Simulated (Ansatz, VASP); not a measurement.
**Rb: VASP beside Ansatz**

```xyz
1
Lattice="-2.8620 2.8620 2.8620 2.8620 -2.8620 2.8620 2.8620 2.8620 -2.8620" Properties=species:S:1:pos:R:3 pbc="T T T"
Rb    0.0000    0.0000    0.0000
```

Alike in both runs: functional PBE; k mesh 10 × 10 × 10; occupations fermi-dirac, width 0.05 eV; no spin polarisation.

Ansatz relaxed the structure, and its values are those at the end. VASP's run is a single point on that final structure, the one shown.

|  | VASP | Ansatz |
| --- | --- | --- |
| version | VASP 6.6.1 | Ansatz 0.2.0 |
| potentials or method | VASP PAW PBE potentials, release 64 (Rb_sv), cutoff 520 eV | all-electron LAPW, non-relativistic |

```csv
,VASP,Ansatz,Ansatz less VASP
pressure (GPa),-0.1,0.0,+0.07
```

Ansatz ran all-electron here, and VASP with PAW potentials.
